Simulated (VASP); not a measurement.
Crystal: K2SiSb3.

```xyz
6
Lattice="3.2536 1.8785 4.5852 -3.2536 1.8785 4.5852 0.0000 -3.7570 4.5852" Properties=species:S:1:pos:R:3 pbc="T T T"
K     0.0000    0.0000   11.9842
K     0.0000    0.0000    1.7714
Si    0.0000    0.0000    6.8778
Sb    1.6268   -0.9392    4.5852
Sb    0.0000    1.8785    4.5852
Sb   -1.6268   -0.9392    4.5852
```

```yaml
Program: VASP 6.6.1
Task: relaxation of cell and atoms
Functional: PBE
Potentials_or_basis: VASP PAW PBE potentials, release 64 (K_sv, Si, Sb)
Cutoff: 600 eV
k_mesh: 3 × 3 × 3
Occupations: gaussian, width 0.1 eV
Spin: no spin polarisation
```

At the start: pressure 2.4 GPa; volume 28.02 Å³/atom.

Q: Where does the relaxation end?

A: Over 7 steps the energy falls by 24.9 meV/atom and the volume is 29.62 Å³/atom (+5.7 %); space group R-3m (No. 166, to 0.05 Å).

The path:
| step | energy change (eV) | largest force (eV/Å) | pressure (GPa) | volume (Å³) |
| --- | --- | --- | --- | --- |
| 1 | 0.0000 | 0.4694 | 2.36 | 168.14 |
| 2 | -0.1240 | 0.2496 | -0.01 | 178.34 |
| 3 | -0.1268 | 0.2160 | -0.40 | 180.42 |
| 4 | -0.1375 | 0.1757 | -0.19 | 179.14 |
| 5 | -0.1413 | 0.1356 | 0.04 | 177.86 |
| 6 | -0.1446 | 0.1075 | 0.03 | 177.83 |
| 7 | -0.1494 | 0.0206 | 0.00 | 177.73 |

Final structure:
```cif
data_structure
_symmetry_space_group_name_H-M 'P 1'
_symmetry_Int_Tables_number 1
_cell_length_a 6.1048
_cell_length_b 6.1048
_cell_length_c 6.1048
_cell_angle_alpha 64.789
_cell_angle_beta 64.789
_cell_angle_gamma 64.789
_cell_volume 177.73
loop_
_atom_site_label
_atom_site_type_symbol
_atom_site_fract_x
_atom_site_fract_y
_atom_site_fract_z
_atom_site_occupancy
K1 K 0.87794 0.87794 0.87794 1
K2 K 0.12206 0.12206 0.12206 1
Si1 Si 0.50000 0.50000 0.50000 1
Sb1 Sb 0.50000 0.00000 0.50000 1
Sb2 Sb 0.50000 0.50000 0.00000 1
Sb3 Sb 0.00000 0.50000 0.50000 1
```

Caveat: the k points lie up to 0.40 Å⁻¹ apart in the final cell.
